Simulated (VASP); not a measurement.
Input of a VASP 6.6.1 run:

Contents of INCAR:

```
SYSTEM = Pd
PREC = Accurate ; ENCUT = 520
EDIFF = 1E-7 ; ISMEAR = -1
SIGMA = 0.05 ; LREAL = .FALSE.
LASPH = .TRUE. ; NELM = 150
ALGO = Normal ; ISIF = 2
LWAVE = .FALSE. ; LCHARG = .FALSE.
ISPIN = 2 ; MAGMOM = 0.51 0.51
LORBIT = 11 ; NUPDOWN = 1.02
LMAXMIX = 4 ; GGA = PE
NBANDS = 21
```

The input KPOINTS:

```
regular mesh
0
G
  14 14 7
  0 0 0
```

POSCAR

```
Pd
1.0
    2.7836650458      0.0000000000      0.0000000000
   -1.3918325229      2.4107246453      0.0000000000
    0.0000000000      0.0000000000      4.6288930000
Pd
2
Direct
    0.6666666667      0.3333333333      0.7500000000
    0.3333333333      0.6666666667      0.2500000000
```

Potentials or basis: VASP PAW PBE potentials, release 64 (Pd).

Command:

```console
$ cat potpaw_PBE.64/Pd/POTCAR > POTCAR
$ mpirun -np 1 vasp_std > vasp.out
```

(1) Predict the pressure.

## Answers

(1) -1.2 GPa.

Caveat: the total moment is fixed, so each spin has its own Fermi level and the state may be an excited one.
